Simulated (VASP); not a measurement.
# Pb (Im-3m) in VASP: notebook

The runs below take Pb through single point, with PBE+D3(BJ).

All numbers are computed with VASP 6.6.1; they aren't measurements. Logs are shortened: lines on timing, memory, paths and dates and some standing lists are left out, and cuts for length are marked.

### Step 1. The cell of the first run

The structure is cubic, space group Im-3m (No. 229). The conventional cell has a = 3.959 Å, b = 3.959 Å, c = 3.959 Å, α = 90.00°, β = 90.00°, γ = 90.00°. Within 4.5 Å of Pb (site symmetry m-3m) lie 14 Pb at 3.43 to 3.96 Å.

### Step 2. Single point, PBE+D3(BJ)

The input, INCAR:

```
SYSTEM = Pb
  PREC = Accurate
  ENCUT = 500
  EDIFF = 1E-6
  ISMEAR = 0
  SIGMA = 0.1
  LREAL = .False.
  LASPH = .True.
  NELM = 120
  ALGO = Normal
  ISIF = 2
  LWAVE = .False.
  LCHARG = .True.
  GGA = PE
  IVDW = 12
  LELF = .True.
  LVHAR = .True.
  NBANDS = 13
  GGA_COMPAT = .False.
```

The input, KPOINTS:

```
regular mesh
0
Gamma
  16 16 16
  0 0 0
```

The input, POSCAR:

```
Pb
1.0
   -1.9796595667      1.9796595667      1.9796595667
    1.9796595667     -1.9796595667      1.9796595667
    1.9796595667      1.9796595667     -1.9796595667
Pb
1
Direct
    0.0000000000      0.0000000000      0.0000000000
```

Potentials or basis: VASP PAW PBE potentials, release 64 (Pb_d).

On the command line:

```
$ cat potpaw_PBE.64/Pb_d/POTCAR > POTCAR
$ mpirun -np 1 vasp_std > vasp.out
```

OUTCAR:

```text
SYSTEM = Pb
   PREC = Accurate
   ENCUT = 500
   EDIFF = 1E-6
   ISMEAR = 0
   LREAL = .False.
   LASPH = .True.
   NELM = 120
   ISIF = 2
   GGA = PE
   IVDW = 12
 IVDW          = 12

 ion  position               nearest neighbor table
   1  0.000  0.000  0.000-

  LATTYP: Found a body centered cubic cell.
 ALAT       =     3.9593191334

  Lattice vectors:

 A1 = (  -1.9796595667,   1.9796595667,   1.9796595667)
 A2 = (   1.9796595667,  -1.9796595667,   1.9796595667)
 A3 = (   1.9796595667,   1.9796595667,  -1.9796595667)

Analysis of symmetry for initial positions (statically):
=====================================================================
 Subroutine PRICEL returns:
 Original cell was already a primitive cell.

 Routine SETGRP: Setting up the symmetry group for a
 body centered cubic supercell.

 Subroutine GETGRP returns: Found 48 space group operations
 (whereof 48 operations were pure point group operations)
 out of a pool of 48 trial point group operations.

The static configuration has the point symmetry O_h .

Analysis of symmetry for dynamics (positions and initial velocities):
=====================================================================
 Subroutine PRICEL returns:
 Original cell was already a primitive cell.

 Routine SETGRP: Setting up the symmetry group for a
 body centered cubic supercell.

 Subroutine GETGRP returns: Found 48 space group operations
 (whereof 48 operations were pure point group operations)
 out of a pool of 48 trial point group operations.

The dynamic configuration has the point symmetry O_h .

 Subroutine INISYM returns: Found 48 space group operations
 (whereof 48 operations are pure point group operations),
 and found     1 'primitive' translations

----------------------------------------------------------------------------------------

                                     Primitive cell

  volume of cell :      31.0336

  direct lattice vectors                    reciprocal lattice vectors
    -1.979659567  1.979659567  1.979659567     0.000000000  0.252568678  0.252568678
     1.979659567 -1.979659567  1.979659567     0.252568678  0.000000000  0.252568678
     1.979659567  1.979659567 -1.979659567     0.252568678  0.252568678  0.000000000

  length of vectors
     3.428870951  3.428870951  3.428870951     0.357186050  0.357186050  0.357186050

  position of ions in fractional coordinates (direct lattice)
     0.000000000  0.000000000  0.000000000

  ion indices of the primitive-cell ions
   primitive index   ion index
                 1           1

----------------------------------------------------------------------------------------

 KPOINTS: regular mesh

Automatic generation of k-mesh.
 Grid dimensions read from file:
 generate k-points for:   16   16   16

 Generating k-lattice:

  Cartesian coordinates                     Fractional coordinates (reciprocal lattice)
     0.000000000  0.015785542  0.015785542     0.062500000  0.000000000  0.000000000
     0.015785542  0.000000000  0.015785542     0.000000000  0.062500000  0.000000000
     0.015785542  0.015785542  0.000000000     0.000000000  0.000000000  0.062500000

  Length of vectors
     0.022324128  0.022324128  0.022324128

  Shift w.r.t. Gamma in fractional coordinates (k-lattice)
     0.000000000  0.000000000  0.000000000

 Subroutine IBZKPT returns following result:
 ===========================================

 Found    145 irreducible k-points:

 Following reciprocal coordinates:
            Coordinates               Weight
  0.000000  0.000000  0.000000      1.000000
  0.062500  0.000000  0.000000     12.000000
  0.125000  0.000000  0.000000     12.000000
  0.187500  0.000000  0.000000     12.000000
  0.250000  0.000000  0.000000     12.000000
  0.312500  0.000000  0.000000     12.000000
[... 16 lines left out ...]
  0.187500  0.187500  0.000000     24.000000
  0.250000  0.187500  0.000000     48.000000
 [... further k-points ...]
   k-points           NKPTS =    145   k-points in BZ     NKDIM =    145   number of bands    NBANDS=     13
   number of dos      NEDOS =    301   number of ions     NIONS =      1
   total plane-waves  NPLWV =  21952
   dimension x,y,z NGX =    28 NGY =   28 NGZ =   28
   dimension x,y,z NGXF=    56 NGYF=   56 NGZF=   56
   ions per type =               1
   NGX,Y,Z   is equivalent  to a cutoff of  13.58, 13.58, 13.58 a.u.
   NGXF,Y,Z  is equivalent  to a cutoff of  27.15, 27.15, 27.15 a.u.
 SYSTEM =  Pb
   PREC   = accura    normal or accurate (medium, high low for compatibility)
   ISTART =      0    job   : 0-new  1-cont  2-samecut
   ICHARG =      2    charge: 1-file 2-atom 10-const
   ISPIN  =      1    spin polarized calculation?
   LNONCOLLINEAR =      F non collinear calculations
   LSORBIT =      F    spin-orbit coupling
   LASPH  =      T    aspherical Exc in radial PAW
   ENCUT  =  500.0 eV  36.75 Ry    6.06 a.u.   6.25  6.25  6.25*2*pi/ulx,y,z
   NELM   =    120;   NELMIN=  2; NELMDL= -5     # of ELM steps
   EDIFF  = 0.1E-05   stopping-criterion for ELM
   LREAL  =      F    real-space projection
   EDIFFG = 0.1E-04   stopping-criterion for IOM
   NSW    =      0    number of steps for IOM
   IBRION =     -1    ionic relax: 0-MD 1-quasi-New 2-CG
   NFREE  =      0    steps in history (QN), initial steepest desc. (CG)
   ISIF   =      2    stress and relaxation
   ISYM   =      2    0-nonsym 1-usesym 2-fastsym
   POTIM  = 0.5000    time-step for ionic-motion
   TEBEG  =    0.0;   TEEND  =   0.0 temperature during run
   PSTRESS=    0.0 pullay stress
   NELECT =      14.0000    total number of electrons
   NUPDOWN=      -1.0000    fix difference up-down
   EMIN   =  10.00;   EMAX   =-10.00  energy-range for DOS
   EFERMI =   0.00;   METHOD = LEGACY
   ISMEAR =     0;   SIGMA  =   0.10  broadening in eV -4-tet -1-fermi 0-gaus
   EFERMI_NEDOS =   21; number of points for ismear=-14 and -15
   IALGO  =     38    algorithm
   IMIX   =      4    mixing-type and parameters
     AMIX     =   0.40;   BMIX     =  1.00
     AMIX_MAG =   1.60;   BMIX_MAG =  1.00
  volume/ion in A,a.u.               =      31.03       209.42
  Fermi-wavevector in a.u.,A,eV,Ry     =   1.255568  2.372680 21.448927  1.576452
  Thomas-Fermi vector in A             =   2.389319
   LORBIT       =      0    0 simple, 1 ext, 2 COOP (PROOUT), +10 PAW based schemes
   GGA     = PE    functional components
   LHFCALC =     F    Hartree Fock is set to
   AEXX    =    0.0000 exact exchange contribution
   IVDW    =    12    specifies the selected vdW correction
   LEPSILON=     F    determine dielectric tensor
   LRPA    =     F    only Hartree local field effects (RPA)
 non-spin polarized calculation
 Gauss-broadening in eV      SIGMA  =   0.10
  energy-cutoff  :      500.00
  volume of cell :       31.03
 maximum number of plane-waves:       802
 NGX is ok and might be reduce to    28
   NGX = 13   NGY = 13   NGZ = 13

 number of electron      14.0000002 magnetization

 Free energy of the ion-electron system (eV)
  ---------------------------------------------------
  ext. energy  EPLUGINS =         0.00000000
  ---------------------------------------------------
  free energy    TOTEN  =        -3.52019416 eV

  energy without entropy =       -3.51786964  energy(sigma->0) =       -3.51903190

 E-fermi :   7.0682     XC(G=0): -10.0774

 val. band max:        7.0609865975   @ k =   0.5000   0.5000   0.3750
 cond. band min:       7.0918016962   @ k =  -0.3125   0.3125   0.2500
 fundamental gap:      0.0308150987
 Fermi energy:         7.0681627159

 k-point     1 :       0.0000    0.0000    0.0000
  band No.  band energies     occupation
      1     -10.0868      2.00000
      2     -10.0868      2.00000
      3     -10.0868      2.00000
      4      -9.8622      2.00000
      5      -9.8622      2.00000
      6      -4.5775      2.00000
      7      14.4652      0.00000
      8      14.4652      0.00000
      9      14.4652      0.00000
     10      18.1028      0.00000
     11      18.1028      0.00000
     12      18.1028      0.00000
     13      18.5451      0.00000

 k-point     2 :       0.0625    0.0000    0.0000
  band No.  band energies     occupation
      1     -10.0898      2.00000
      2     -10.0829      2.00000
      3     -10.0736      2.00000
      4      -9.8655      2.00000
      5      -9.8624      2.00000
      6      -4.4998      2.00000
      7      13.5994      0.00000
      8      14.1946      0.00000
      9      14.3630      0.00000
     10      17.5136      0.00000
     11      17.8737      0.00000
     12      18.0079      0.00000
     13      19.1196      0.00000

 k-point     3 :       0.1250    0.0000    0.0000
  band No.  band energies     occupation
      1     -10.0984      2.00000
      2     -10.0731      2.00000
      3     -10.0357      2.00000
      4      -9.8746      2.00000
      5      -9.8633      2.00000
      6      -4.2670      2.00000
      7      11.8576      0.00000
      8      13.5409      0.00000
      9      14.0658      0.00000
     10      16.6635      0.00000
     11      17.4208      0.00000
     12      17.9468      0.00000
     13      19.8862      0.00000
[... 305 lines left out ...]
 k-point    23 :       0.1875    0.1875    0.0000
  band No.  band energies     occupation
      1     -10.1156      2.00000
      2     -10.0474      2.00000
      3      -9.9019      2.00000
      4      -9.8812      2.00000
      5      -9.8441      2.00000
      6      -2.5305      2.00000
      7       6.8053      1.99980
      8       9.3449      0.00000
      9      12.0449      0.00000
     10      16.6229      0.00000
     11      17.1895      0.00000
     12      19.7369      0.00000
     13      21.2024      0.00000

 k-point    24 :       0.2500    0.1875    0.0000
  band No.  band energies     occupation
      1     -10.1217      2.00000
      2     -10.0360      2.00000
      3      -9.8977      2.00000
      4      -9.8846      2.00000
      5      -9.8116      2.00000
      6      -1.8448      2.00000
      7       5.6414      2.00000
      8       8.4171      0.00000
      9      11.6618      0.00000
     10      16.4747      0.00000
     11      17.6539      0.00000
     12      19.9531      0.00000
     13      22.2230      0.00000

 [... further k-points ...]

------------------------ aborting loop because EDIFF is reached ----------------------------------------

 Edisp (eV)   -0.39981

 E8    (eV) :    -0.2025

  FORCE on cell =-STRESS in cart. coord.  units (eV):
  Direction    XX          YY          ZZ          XY          YZ          ZX
  --------------------------------------------------------------------------------------
  -------------------------------------------------------------------------------------
  Total      -0.18822    -0.18822    -0.18822     0.00000    -0.00000     0.00000
  in kB      -9.71714    -9.71714    -9.71714     0.00000    -0.00000     0.00000
  external pressure =       -9.72 kB  Pullay stress =        0.00 kB

 VOLUME and BASIS-vectors are now :
 -----------------------------------------------------------------------------
  energy-cutoff  :      500.00
  volume of cell :       31.03
      direct lattice vectors                 reciprocal lattice vectors
    -1.979659567  1.979659567  1.979659567     0.000000000  0.252568678  0.252568678
     1.979659567 -1.979659567  1.979659567     0.252568678  0.000000000  0.252568678
     1.979659567  1.979659567 -1.979659567     0.252568678  0.252568678  0.000000000

 POSITION                                       TOTAL-FORCE (eV/Angst)
 -----------------------------------------------------------------------------------
      0.00000      0.00000      0.00000         0.000000      0.000000      0.000000
 -----------------------------------------------------------------------------------
    total drift:                               -0.000000     -0.000000     -0.000000

  FREE ENERGIE OF THE ION-ELECTRON SYSTEM (eV)
  ---------------------------------------------------
  free  energy   TOTEN  =        -3.9199991971 eV

  energy  without entropy=       -3.9176746729  energy(sigma->0) =       -3.91883694
```

Wall time 20 s (1 thread of Intel Xeon 6975P-C (Granite Rapids), shared host); peak memory 0.19 GiB.

Results:

| Property | Result |
| --- | --- |
| Free energy | -3.9200 eV |
| Pressure | -1.0 GPa |
| Band gap on the k mesh | zero (band 7 reaches 14.47 eV, above the bottom of band 8 at 5.11 eV) |
| Dispersion energy per atom | -0.400 eV |

Caveat: spin-orbit coupling is left out, which moves the levels of the heavy elements; pairwise dispersion overbinds metals, which lowers pressure and volume.

### Step 3. Single point, PBE+D3(BJ) (volume scaled by 0.88)

The input, INCAR:

```
SYSTEM = Pb
PREC = Accurate
ENCUT = 520
EDIFF = 1E-6
ISMEAR = 0
SIGMA = 0.1
LREAL = .FALSE.
LASPH = .TRUE.
NELM = 80
ALGO = Fast
ISIF = 2
LWAVE = .FALSE.
LCHARG = .FALSE.
GGA = PE
IVDW = 12
NBANDS = 13
```

The input, KPOINTS:

```
Automatic mesh
0
G
  16 16 16
  0 0 0
```

The input, POSCAR:

```
Pb
1.0
   -1.8830089276      1.8830089276      1.8830089276
    1.8830089276     -1.8830089276      1.8830089276
    1.8830089276      1.8830089276     -1.8830089276
Pb
1
Direct
    0.0000000000      0.0000000000      0.0000000000
```

Potentials or basis: VASP PAW PBE potentials, release 64 (Pb_d).

On the command line:

```
$ cat potpaw_PBE.64/Pb_d/POTCAR > POTCAR
$ mpirun -np 1 vasp_std > vasp.out
```

OUTCAR:

```text
SYSTEM = Pb
   PREC = Accurate
   ENCUT = 520
   EDIFF = 1E-6
   ISMEAR = 0
   LREAL = .FALSE.
   LASPH = .TRUE.
   NELM = 80
   ISIF = 2
   GGA = PE
   IVDW = 12
 IVDW          = 12

 ion  position               nearest neighbor table
   1  0.000  0.000  0.000-

  LATTYP: Found a body centered cubic cell.
 ALAT       =     3.7660178552

  Lattice vectors:

 A1 = (  -1.8830089276,   1.8830089276,   1.8830089276)
 A2 = (   1.8830089276,  -1.8830089276,   1.8830089276)
 A3 = (   1.8830089276,   1.8830089276,  -1.8830089276)

Analysis of symmetry for initial positions (statically):
=====================================================================
 Subroutine PRICEL returns:
 Original cell was already a primitive cell.

 Routine SETGRP: Setting up the symmetry group for a
 body centered cubic supercell.

 Subroutine GETGRP returns: Found 48 space group operations
 (whereof 48 operations were pure point group operations)
 out of a pool of 48 trial point group operations.

The static configuration has the point symmetry O_h .

Analysis of symmetry for dynamics (positions and initial velocities):
[... 171 lines left out ...]
      5      -8.1359      2.00000
      6      -3.8907      2.00000
      7      17.6626      0.00000
      8      17.6626      0.00000
      9      17.6626      0.00000
     10      20.0749      0.00000
     11      20.0749      0.00000
     12      20.0749      0.00000
     13      22.7904      0.00000
[... 354 lines left out ...]
  band No.  band energies     occupation
      1      -8.5411      2.00000
      2      -8.4164      2.00000
      3      -8.1902      2.00000
      4      -8.1716      2.00000
      5      -8.0627      2.00000
      6      -0.5823      2.00000
      7       7.3956      2.00000
      8      10.2967      0.00000
      9      13.9894      0.00000
     10      19.2563      0.00000
     11      20.2891      0.00000
     12      22.8127      0.00000
     13      25.0839      0.00000

 [... further k-points ...]

------------------------ aborting loop because EDIFF is reached ----------------------------------------

 Edisp (eV)   -0.46597

 E8    (eV) :    -0.2360

  FORCE on cell =-STRESS in cart. coord.  units (eV):
  Direction    XX          YY          ZZ          XY          YZ          ZX
  --------------------------------------------------------------------------------------
  -------------------------------------------------------------------------------------
  Total       1.28639     1.28639     1.28639     0.00000     0.00000     0.00000
  in kB      77.17291    77.17291    77.17291     0.00000     0.00000     0.00000
  external pressure =       77.17 kB  Pullay stress =        0.00 kB

 VOLUME and BASIS-vectors are now :
 -----------------------------------------------------------------------------
  energy-cutoff  :      520.00
  volume of cell :       26.71
      direct lattice vectors                 reciprocal lattice vectors
    -1.883008928  1.883008928  1.883008928     0.000000000  0.265532464  0.265532464
     1.883008928 -1.883008928  1.883008928     0.265532464  0.000000000  0.265532464
     1.883008928  1.883008928 -1.883008928     0.265532464  0.265532464  0.000000000

 POSITION                                       TOTAL-FORCE (eV/Angst)
 -----------------------------------------------------------------------------------
      0.00000      0.00000      0.00000         0.000000      0.000000      0.000000
 -----------------------------------------------------------------------------------
    total drift:                                0.000000      0.000000      0.000000

  FREE ENERGIE OF THE ION-ELECTRON SYSTEM (eV)
  ---------------------------------------------------
  free  energy   TOTEN  =        -3.8439806043 eV

  energy  without entropy=       -3.8411752463  energy(sigma->0) =       -3.84257793
```

Wall time 32 s (1 thread of Intel Xeon 8259CL, shared host); peak memory 0.18 GiB.

Results:

- Free energy: -3.8440 eV
- Pressure: 7.7 GPa
- Band gap on the k mesh: zero (band 7 reaches 17.66 eV, above the bottom of band 8 at 6.48 eV)
- Dispersion energy per atom: -0.466 eV

Caveat: spin-orbit coupling is left out, which moves the levels of the heavy elements; pairwise dispersion overbinds metals, which lowers pressure and volume.

### Step 4. Single point, PBE+D3(BJ) (volume scaled by 0.91)

The input, INCAR:

```
SYSTEM = Pb
  ALGO = Fast
  EDIFF = 1E-7
  ENCUT = 520
  GGA = PE
  ISIF = 2
  ISMEAR = 0
  IVDW = 12
  LASPH = .True.
  LCHARG = .True.
  LELF = .True.
  LREAL = .False.
  LVHAR = .True.
  LWAVE = .False.
  NBANDS = 13
  NELM = 60
  PREC = Accurate
  SIGMA = 0.1
```

The input, KPOINTS:

```
k-points
0
Gamma
  16 16 16
  0 0 0
```

The input, POSCAR:

```
Pb
1.0
   -1.9041681023      1.9041681023      1.9041681023
    1.9041681023     -1.9041681023      1.9041681023
    1.9041681023      1.9041681023     -1.9041681023
Pb
1
Direct
    0.0000000000      0.0000000000      0.0000000000
```

On the command line:

```
$ cat potpaw_PBE.64/Pb_d/POTCAR > POTCAR
$ mpirun -np 1 vasp_std > vasp.out
```

Run time: 2.1 min. Hardware: 1 thread of Intel Xeon 8259CL, shared host; peak memory 0.2 GiB.

Results (log left out):

* Free energy: -3.8807 eV
* Pressure: 5.2 GPa
* Band gap on the k mesh: zero (band 7 reaches 16.91 eV, above the bottom of band 8 at 6.16 eV)
* Dispersion energy per atom: -0.450 eV

Levels at points of the mesh, in eV from the Fermi level:
```tsv
k point	band 4	band 5	band 6	band 7	band 8	band 9	band 10	band 11
(0.00, 0.00, 0.00)	-16.97	-16.97	-12.48	8.47	8.47	8.47	11.18	11.18
(0.50, 0.00, 0.00)	-16.98	-16.78	-7.99	-4.58	3.72	5.39	8.10	9.37
(0.50, 0.50, 0.50)	-16.83	-16.83	-4.76	-0.53	-0.53	-0.53	4.65	4.65
```

Caveat: spin-orbit coupling is left out, which moves the levels of the heavy elements; pairwise dispersion overbinds metals, which lowers pressure and volume.

### Step 5. Overview

```tsv
cell	cutoff (eV)	gap on the mesh (eV)	pressure (GPa)
a = 3.429 Å, angles 109.5°, 1 atom	500	none	-1.0
a = 3.261 Å, angles 109.5°, 1 atom	520	none	7.7
a = 3.298 Å, angles 109.5°, 1 atom	520	none	5.2
```

Alike in all rows: task single point; level PBE+D3(BJ); potentials or basis VASP PAW PBE potentials, release 64 (Pb_d); no spin polarisation; k mesh 16 × 16 × 16; smearing gaussian 0.1 eV.

Caveats: spin-orbit coupling is left out, which moves the levels of the heavy elements; pairwise dispersion overbinds metals, which lowers pressure and volume.

Total energies depend on the potentials used, so only differences within one code and one set of settings carry meaning.
